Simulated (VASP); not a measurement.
# Ta (Im-3m) in VASP: a series of runs

The runs below take Ta through relaxation of cell and atoms, single point, with PBEsol+D3(BJ), BLYP, LDA.

Everything below comes from runs of VASP 6.6.1. Logs are shortened: lines on timing, memory, paths and dates and some standing lists are left out, and cuts for length are marked.

## (1) The cell of the first run

The structure is cubic, space group Im-3m (No. 229). Conventional cell: a = 3.303 Å, b = 3.303 Å, c = 3.303 Å, α = 90.00°, β = 90.00°, γ = 90.00°. Ta (site symmetry m-3m) has 14 Ta at 2.86 to 3.30 Å within 3.8 Å.

## (2) Relaxation of cell and atoms, PBEsol+D3(BJ)

File INCAR:

```
ALGO = Fast
EDIFF = 1E-7
EDIFFG = -0.01
ENCUT = 600
GGA = PS
IBRION = 2
ISIF = 3
ISMEAR = -1
IVDW = 12
LASPH = T
LCHARG = F
LREAL = F
LWAVE = F
NELM = 80
NSW = 60
PREC = Accurate
SIGMA = 0.05
```

File KPOINTS:

```
k-points
0
Gamma
  11 11 11
```

File POSCAR:

```
Ta
1.0
   -1.6512800000      1.6512800000      1.6512800000
    1.6512800000     -1.6512800000      1.6512800000
    1.6512800000      1.6512800000     -1.6512800000
Ta
1
Direct
    0.0000000000      0.0000000000      0.0000000000
```

Potentials or basis: VASP PAW PBE potentials, release 64 (Ta_pv).

On the command line:

```
cat potpaw_PBE.64/Ta_pv/POTCAR > POTCAR
mpirun -np 1 vasp_std > vasp.out
```

OUTCAR:

```text
EDIFF = 1E-7
   EDIFFG = -0.01
   ENCUT = 600
   GGA = PS
   IBRION = 2
   ISIF = 3
   ISMEAR = -1
   IVDW = 12
   LASPH = T
   LREAL = F
   NELM = 80
   NSW = 60
   PREC = Accurate
 IVDW          = 12

 ion  position               nearest neighbor table
   1  0.000  0.000  0.000-

  LATTYP: Found a body centered cubic cell.
 ALAT       =     3.3025600000

  Lattice vectors:

 A1 = (  -1.6512800000,   1.6512800000,   1.6512800000)
 A2 = (   1.6512800000,  -1.6512800000,   1.6512800000)
 A3 = (   1.6512800000,   1.6512800000,  -1.6512800000)

Analysis of symmetry for initial positions (statically):
=====================================================================
 Subroutine PRICEL returns:
 Original cell was already a primitive cell.

 Routine SETGRP: Setting up the symmetry group for a
 body centered cubic supercell.

 Subroutine GETGRP returns: Found 48 space group operations
 (whereof 48 operations were pure point group operations)
 out of a pool of 48 trial point group operations.

The static configuration has the point symmetry O_h .

Analysis of symmetry for dynamics (positions and initial velocities):
=====================================================================
 Subroutine PRICEL returns:
 Original cell was already a primitive cell.

 Routine SETGRP: Setting up the symmetry group for a
 body centered cubic supercell.

 Subroutine GETGRP returns: Found 48 space group operations
 (whereof 48 operations were pure point group operations)
 out of a pool of 48 trial point group operations.

The dynamic configuration has the point symmetry O_h .

 Subroutine INISYM returns: Found 48 space group operations
 (whereof 48 operations are pure point group operations),
 and found     1 'primitive' translations

----------------------------------------------------------------------------------------

                                     Primitive cell

  volume of cell :      18.0104

  direct lattice vectors                    reciprocal lattice vectors
    -1.651280000  1.651280000  1.651280000     0.000000000  0.302795407  0.302795407
     1.651280000 -1.651280000  1.651280000     0.302795407  0.000000000  0.302795407
     1.651280000  1.651280000 -1.651280000     0.302795407  0.302795407  0.000000000

  length of vectors
     2.860100858  2.860100858  2.860100858     0.428217371  0.428217371  0.428217371

  position of ions in fractional coordinates (direct lattice)
     0.000000000  0.000000000  0.000000000

  ion indices of the primitive-cell ions
   primitive index   ion index
                 1           1

----------------------------------------------------------------------------------------

 KPOINTS: k-points

[... 62 lines left out ...]
   LNONCOLLINEAR =      F non collinear calculations
   LSORBIT =      F    spin-orbit coupling
   LASPH  =      T    aspherical Exc in radial PAW
   ENCUT  =  600.0 eV  44.10 Ry    6.64 a.u.   5.71  5.71  5.71*2*pi/ulx,y,z
   NELM   =     80;   NELMIN=  2; NELMDL= -5     # of ELM steps
   EDIFF  = 0.1E-06   stopping-criterion for ELM
   LREAL  =      F    real-space projection
   EDIFFG = -.1E-01   stopping-criterion for IOM
   NSW    =     60    number of steps for IOM
   IBRION =      2    ionic relax: 0-MD 1-quasi-New 2-CG
   NFREE  =      1    steps in history (QN), initial steepest desc. (CG)
   ISIF   =      3    stress and relaxation
   ISYM   =      2    0-nonsym 1-usesym 2-fastsym
   POTIM  = 0.5000    time-step for ionic-motion
   TEBEG  =    0.0;   TEEND  =   0.0 temperature during run
   PSTRESS=    0.0 pullay stress
   NELECT =      11.0000    total number of electrons
   NUPDOWN=      -1.0000    fix difference up-down
   EMIN   =  10.00;   EMAX   =-10.00  energy-range for DOS
   EFERMI =   0.00;   METHOD = LEGACY
   ISMEAR =    -1;   SIGMA  =   0.05  broadening in eV -4-tet -1-fermi 0-gaus
   EFERMI_NEDOS =   21; number of points for ismear=-14 and -15
   IALGO  =     68    algorithm
   IMIX   =      4    mixing-type and parameters
     AMIX     =   0.40;   BMIX     =  1.00
     AMIX_MAG =   1.60;   BMIX_MAG =  1.00
  volume/ion in A,a.u.               =      18.01       121.54
  Fermi-wavevector in a.u.,A,eV,Ry     =   1.388988  2.624806 26.249534  1.929286
  Thomas-Fermi vector in A             =   2.513061
   LORBIT       =      0    0 simple, 1 ext, 2 COOP (PROOUT), +10 PAW based schemes
   GGA     = PS    functional components
   LHFCALC =     F    Hartree Fock is set to
   AEXX    =    0.0000 exact exchange contribution
   IVDW    =    12    specifies the selected vdW correction
   LEPSILON=     F    determine dielectric tensor
   LRPA    =     F    only Hartree local field effects (RPA)
 conjugate gradient relaxation of ions
 non-spin polarized calculation
 RMM-DIIS sequential band-by-band and
  energy-cutoff  :      600.00
  volume of cell :       18.01
 maximum number of plane-waves:       615
   NGX = 11   NGY = 11   NGZ = 11

--------------------------------------- Ionic step        1  -------------------------------------------

 number of electron      11.0000002 magnetization

 Free energy of the ion-electron system (eV)
  ---------------------------------------------------
  ext. energy  EPLUGINS =         0.00000000
  ---------------------------------------------------
  free energy    TOTEN  =       -12.55672728 eV

  energy without entropy =      -12.54871364  energy(sigma->0) =      -12.55272046

------------------------ aborting loop because EDIFF is reached ----------------------------------------

 Edisp (eV)   -0.72814

 E8    (eV) :    -0.5412
[... 108 lines left out ...]
--------------------------------------- Ionic step        4  -------------------------------------------

 number of electron      10.9999999 magnetization

 Free energy of the ion-electron system (eV)
  ---------------------------------------------------
  ext. energy  EPLUGINS =         0.00000000
  ---------------------------------------------------
  free energy    TOTEN  =       -12.54989397 eV

  energy without entropy =      -12.54367283  energy(sigma->0) =      -12.54678340

 E-fermi :   5.7375     XC(G=0): -12.9941

 val. band max:        5.6645470146   @ k =  -0.4545  -0.4545   0.0909
 cond. band min:       5.8196522660   @ k =  -0.1818   0.2727   0.0909
 fundamental gap:      0.1551052514
 Fermi energy:         5.7375030941

 k-point     1 :       0.0000    0.0000    0.0000
  band No.  band energies     occupation
      1     -27.0782      2.00000
      2     -27.0782      2.00000
      3     -27.0782      2.00000
      4      -2.3817      2.00000
      5       6.4575      0.00000
      6       6.4575      0.00000
      7       6.4575      0.00000
      8       9.9149      0.00000
      9       9.9149      0.00000
[... 265 lines left out ...]
 k-point    24 :       0.3636    0.1818    0.0909
  band No.  band energies     occupation
      1     -28.2308      2.00000
      2     -27.7144      2.00000
      3     -27.3102      2.00000
      4       2.7661      2.00000
      5       4.0381      2.00000
      6       5.8837      0.10201
      7      10.4074      0.00000
      8      11.0244      0.00000
      9      15.4586      0.00000

 [... further k-points ...]

------------------------ aborting loop because EDIFF is reached ----------------------------------------

 Edisp (eV)   -0.76667

 E8    (eV) :    -0.5698
[... 24 lines left out ...]
  FREE ENERGIE OF THE ION-ELECTRON SYSTEM (eV)
  ---------------------------------------------------
  free  energy   TOTEN  =       -13.3165591865 eV

  energy  without entropy=      -13.3103380490  energy(sigma->0) =      -13.31344862

 reached required accuracy - stopping structural energy minimisation
```

CONTCAR:

```text
Ta
   1.00000000000000
    -1.6232557084481734    1.6232557084481734    1.6232557084481734
     1.6232557084481734   -1.6232557084481734    1.6232557084481734
     1.6232557084481734    1.6232557084481734   -1.6232557084481734
  Ta
     1
Direct
     0.0000000000000000    0.0000000000000000    1.0000000000000000

  0.00000000E+00  0.00000000E+00  0.00000000E+00
```

It took 47 s on 1 thread of Intel Xeon 8259CL, shared host; peak memory 0.16 GiB.

Results:

```yaml
Free_energy: -13.3166 eV
Relaxed_volume: 17.11 Å³/atom
Relaxed_cell: a = 2.812 Å, b = 2.812 Å, c = 2.812 Å, α = 109.47°, β = 109.47°, γ = 109.47°
Space_group_after_relaxing_to_0.05_Å: Im-3m (No. 229)
Energy_gained_by_relaxing: 31.7 meV/atom
Ionic_steps: 4
Pressure_after_relaxing: -0.1 GPa
Dispersion_energy_per_atom: -0.767 eV
```

Step by step:
| step | energy change (eV) | largest force (eV/Å) | pressure (GPa) | volume (Å³) |
| --- | --- | --- | --- | --- |
| 1 | 0.0000 | 0.0000 | -10.66 | 18.01 |
| 2 | 0.1846 | 0.0000 | 37.65 | 15.06 |
| 3 | -0.0316 | 0.0000 | -0.63 | 17.15 |
| 4 | -0.0317 | 0.0000 | -0.08 | 17.11 |

Final structure:
```yaml
crystal:
  lattice:
    - [-1.62326, 1.62326, 1.62326]
    - [1.62326, -1.62326, 1.62326]
    - [1.62326, 1.62326, -1.62326]
  atoms:
    - { symbol: Ta, position: [0.00000, 0.00000, 0.00000] }
```

Caveat: the PAW data sets were made with another functional, which shifts forces and pressure a little; spin-orbit coupling is left out, which moves the levels of the heavy elements; pairwise dispersion overbinds metals, which lowers pressure and volume.

## (3) Relaxation of cell and atoms, BLYP

File INCAR:

```
SYSTEM = Ta
AGGAC    = 1.0          
AGGAX    = 1.0          
ALDAC    = 0.0          
ALDAX    = 1.0          
ALGO     = Normal         ! electronic algorithm
EDIFF    = 1E-6           ! SCF threshold, eV
EDIFFG   = -0.01          ! ionic threshold
ENCUT    = 600            ! plane-wave cutoff, eV
GGA      = B5             ! functional
IBRION   = 2              ! ionic algorithm
ISIF     = 3              ! what is computed and relaxed
ISMEAR   = -1             ! smearing method
LASPH    = .True.         ! aspherical terms in the spheres
LCHARG   = .False.        ! write CHGCAR
LREAL    = .False.        ! projectors in reciprocal space
LWAVE    = .False.        ! write WAVECAR
NELM     = 60             ! most SCF steps
NSW      = 60             ! ionic steps
PREC     = Accurate       ! precision mode
SIGMA    = 0.05           ! smearing width, eV
```

File KPOINTS:

```
k-points
0
Gamma
  11 11 11
  0 0 0
```

POSCAR is that of step 2.

Potentials or basis: VASP PAW PBE potentials, release 64 (Ta_pv).

On the command line:

```
cat potpaw_PBE.64/Ta_pv/POTCAR > POTCAR
mpirun -np 1 vasp_std > vasp.out
```

OUTCAR:

```text
SYSTEM = Ta
   EDIFF = 1E-6
   EDIFFG = -0.01
   ENCUT = 600
   GGA = B5
   IBRION = 2
   ISIF = 3
   ISMEAR = -1
   LASPH = .True.
   LREAL = .False.
   NELM = 60
   NSW = 60
   PREC = Accurate

 ion  position               nearest neighbor table
   1  0.000  0.000  0.000-

  LATTYP: Found a body centered cubic cell.
 ALAT       =     3.3025600000

  Lattice vectors:

 A1 = (  -1.6512800000,   1.6512800000,   1.6512800000)
 A2 = (   1.6512800000,  -1.6512800000,   1.6512800000)
 A3 = (   1.6512800000,   1.6512800000,  -1.6512800000)

Analysis of symmetry for initial positions (statically):
=====================================================================
 Subroutine PRICEL returns:
 Original cell was already a primitive cell.

 Routine SETGRP: Setting up the symmetry group for a
 body centered cubic supercell.

 Subroutine GETGRP returns: Found 48 space group operations
 (whereof 48 operations were pure point group operations)
 out of a pool of 48 trial point group operations.

The static configuration has the point symmetry O_h .

Analysis of symmetry for dynamics (positions and initial velocities):
=====================================================================
 Subroutine PRICEL returns:
 Original cell was already a primitive cell.

 Routine SETGRP: Setting up the symmetry group for a
 body centered cubic supercell.

 Subroutine GETGRP returns: Found 48 space group operations
 (whereof 48 operations were pure point group operations)
 out of a pool of 48 trial point group operations.

The dynamic configuration has the point symmetry O_h .

 Subroutine INISYM returns: Found 48 space group operations
 (whereof 48 operations are pure point group operations),
 and found     1 'primitive' translations

----------------------------------------------------------------------------------------
[... 119 lines left out ...]
   IVDW    =     0    specifies the selected vdW correction
   LEPSILON=     F    determine dielectric tensor
   LRPA    =     F    only Hartree local field effects (RPA)
 conjugate gradient relaxation of ions
 non-spin polarized calculation
  energy-cutoff  :      600.00
  volume of cell :       18.01
 maximum number of plane-waves:       615
   NGX = 11   NGY = 11   NGZ = 11

--------------------------------------- Ionic step        1  -------------------------------------------

 number of electron      11.0000002 magnetization

 Free energy of the ion-electron system (eV)
  ---------------------------------------------------
  ext. energy  EPLUGINS =         0.00000000
  ---------------------------------------------------
  free energy    TOTEN  =       -10.27772143 eV

  energy without entropy =      -10.26961966  energy(sigma->0) =      -10.27367054

------------------------ aborting loop because EDIFF is reached ----------------------------------------

  FORCE on cell =-STRESS in cart. coord.  units (eV):
  Direction    XX          YY          ZZ          XY          YZ          ZX
  --------------------------------------------------------------------------------------
  -------------------------------------------------------------------------------------
  Total        1.1204206      1.1204206      1.1204206      0.0000000     -0.0000000     -0.0000000
  in kB       99.6711574     99.6711574     99.6711574      0.0000000     -0.0000000     -0.0000000
  external PRESSURE =      99.6711574 kB  Pullay stress =       0.0000000 kB
[... 92 lines left out ...]
--------------------------------------- Ionic step        4  -------------------------------------------

 number of electron      10.9999998 magnetization

 Free energy of the ion-electron system (eV)
  ---------------------------------------------------
  ext. energy  EPLUGINS =         0.00000000
  ---------------------------------------------------
  free energy    TOTEN  =       -10.30452785 eV

  energy without entropy =      -10.29542895  energy(sigma->0) =      -10.29997840

 E-fermi :   5.6649     XC(G=0): -11.7541

 val. band max:        5.6000946504   @ k =  -0.4545  -0.4545   0.0909
 cond. band min:       5.7274406934   @ k =   0.3636   0.1818   0.0909
 fundamental gap:      0.1273460430
 Fermi energy:         5.6648613284

 k-point     1 :       0.0000    0.0000    0.0000
  band No.  band energies     occupation
      1     -27.4720      2.00000
      2     -27.4720      2.00000
      3     -27.4720      2.00000
      4      -1.9121      2.00000
      5       6.2794      0.00001
      6       6.2794      0.00001
      7       6.2794      0.00001
      8       9.3938      0.00000
      9       9.3938      0.00000
[... 265 lines left out ...]
 k-point    24 :       0.3636    0.1818    0.0909
  band No.  band energies     occupation
      1     -28.3117      2.00000
      2     -27.9359      2.00000
      3     -27.6374      2.00000
      4       2.9872      2.00000
      5       4.1609      2.00000
      6       5.7274      0.44485
      7       9.7369      0.00000
      8      10.2573      0.00000
      9      14.1601      0.00000

 [... further k-points ...]
[... 5 lines left out ...]
  --------------------------------------------------------------------------------------
  -------------------------------------------------------------------------------------
  Total       -0.0028666     -0.0028666     -0.0028666     -0.0000000     -0.0000000      0.0000000
  in kB       -0.2428258     -0.2428258     -0.2428258     -0.0000000     -0.0000000      0.0000000
  external PRESSURE =      -0.2428258 kB  Pullay stress =       0.0000000 kB
[... 16 lines left out ...]
  FREE ENERGIE OF THE ION-ELECTRON SYSTEM (eV)
  ---------------------------------------------------
  free  energy   TOTEN  =       -10.3045278454 eV

  energy  without entropy=      -10.2954289498  energy(sigma->0) =      -10.29997840

 reached required accuracy - stopping structural energy minimisation
```

CONTCAR:

```text
Ta
   1.00000000000000
    -1.6784482035583468    1.6784482035583468    1.6784482035583468
     1.6784482035583468   -1.6784482035583468    1.6784482035583468
     1.6784482035583468    1.6784482035583468   -1.6784482035583468
  Ta
     1
Direct
     0.0000000000000000    0.0000000000000000    0.0000000000000000

  0.00000000E+00  0.00000000E+00  0.00000000E+00
```

Run time: 56 s. Hardware: 1 thread of Intel Xeon 8259CL, shared host; peak memory 0.16 GiB.

What came out:

```yaml
Free_energy: -10.3045 eV
Relaxed_volume: 18.91 Å³/atom
Relaxed_cell: a = 2.907 Å, b = 2.907 Å, c = 2.907 Å, α = 109.47°, β = 109.47°, γ = 109.47°
Space_group_after_relaxing_to_0.05_Å: Im-3m (No. 229)
Energy_gained_by_relaxing: 26.8 meV/atom
Ionic_steps: 4
Pressure_after_relaxing: 0.0 GPa
```

The path:
```csv
step,energy change (eV),largest force (eV/Å),pressure (GPa),volume (Å³)
1,0.0000,0.0000,9.97,18.01
2,0.0918,0.0000,-15.88,21.09
3,-0.0268,0.0000,-0.36,18.95
4,-0.0268,0.0000,-0.02,18.91
```

Final structure:
```yaml
crystal:
  lattice:
    - [-1.67845, 1.67845, 1.67845]
    - [1.67845, -1.67845, 1.67845]
    - [1.67845, 1.67845, -1.67845]
  atoms:
    - { symbol: Ta, position: [0.00000, 0.00000, 0.00000] }
```

Caveat: the PAW data sets were made with another functional, which shifts forces and pressure a little; spin-orbit coupling is left out, which moves the levels of the heavy elements. Zero-point motion and thermal expansion aren't in these numbers.

(Continued in part 2 of 2.)
